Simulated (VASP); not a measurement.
Here is a VASP 6.6.1 calculation.

The input INCAR:

```
ALGO = Fast ; EDIFF = 1E-7
ENCUT = 520 ; GGA = PE
ISIF = 2 ; ISMEAR = 0
LASPH = T ; LCHARG = F
LREAL = F ; LWAVE = F
NBANDS = 14 ; NELM = 60
PREC = Accurate ; SIGMA = 0.15
```

The input KPOINTS:

```
k-points
0
Gamma
  21 21 12
```

POSCAR

```
Re
1.0
    2.7653363785      0.0000000000      0.0069133409
   -1.3826681893      2.3948515538     -0.0034566705
    0.0111839416      0.0000000000      4.4735766300
Re
2
Direct
    0.3333333333      0.6666666667      0.2500000000
    0.6666666667      0.3333333333      0.7500000000
```

Potentials or basis: VASP PAW PBE potentials, release 64 (Re).

Launch:

```console
$ cat potpaw_PBE.64/Re/POTCAR > POTCAR
$ mpirun -np 1 vasp_std > vasp.out
```

Task: Predict the band gap on the k mesh.

Result: Zero (bands 7 and 8 overlap by 3.20 eV).

Task: What does it give for the pressure?

Result: 3.0 GPa.

Stress tensor (GPa, compression positive):
```
 3.31  0.00 -0.81
 0.00  3.31  0.00
-0.81  0.00  2.29
```

Caveat: the cell differs from its parent crystal (strain +0.0050 x Voigt [0, 0, 0, 0, 1, 0]); spin-orbit coupling is left out, which moves the levels of the heavy elements.
